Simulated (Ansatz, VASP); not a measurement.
## Pt: VASP beside Ansatz

The input INCAR:

```
SYSTEM = Pt
  PREC = Accurate
  ENCUT = 500
  EDIFF = 1E-6
  ISMEAR = 0
  SIGMA = 0.1
  LREAL = .False.
  LASPH = .True.
  NELM = 120
  ALGO = Normal
  ISIF = 2
  LWAVE = .False.
  LCHARG = .False.
  GGA = PS
  NBANDS = 11
  GGA_COMPAT = .False.
```

KPOINTS

```
regular mesh
0
Gamma
  18 18 18
  0 0 0
```

POSCAR

```
Pt
1.0
   -1.5604153263      1.5604153263      1.5604153263
    1.5604153263     -1.5604153263      1.5604153263
    1.5604153263      1.5604153263     -1.5604153263
Pt
1
Direct
    0.0000000000      0.0000000000      0.0000000000
```

Input for Ansatz:

```yaml
crystal:
  lattice:
    - [-1.5604153263, 1.5604153263, 1.5604153263]
    - [1.5604153263, -1.5604153263, 1.5604153263]
    - [1.5604153263, 1.5604153263, -1.5604153263]
  atoms:
    - { symbol: Pt, position: [0.0, 0.0, 0.0] }
basis:
  ecutwfc: 600.0
kpoints:
  mp_grid: { grid: [18, 18, 18] }
hamiltonian:
  xc: pbesol
scf:
  occupations: { method: gaussian, width: 0.1 }
output:
  forces: true
  stress: true
  eigenvalues: true
```

Alike in both runs: task single point; functional PBEsol; k mesh 18 × 18 × 18; occupations gaussian, width 0.1 eV; no spin polarisation.

```csv
,VASP,Ansatz
version,VASP 6.6.1,Ansatz 0.2.0
potentials or method,"VASP PAW PBE potentials, release 64 (Pt), cutoff 500 eV","scalar-relativistic, plane waves, PAW"
valence electrons in the cell,10,18
```

|  | VASP | Ansatz | Ansatz less VASP |
| --- | --- | --- | --- |
| gap on the k mesh at the Fermi level (eV) | none | none | - |
| pressure (GPa) | -0.4 | 0.0 | +0.35 |

VASP's potentials were made for PBE, not for PBEsol. A gap of «none» marks a metal or a gap that the smearing closes. VASP's potentials hold 10 valence electrons a cell and Ansatz's 18, so a difference there can come from the potentials and not from the codes.

Neither program's run includes spin-orbit coupling.
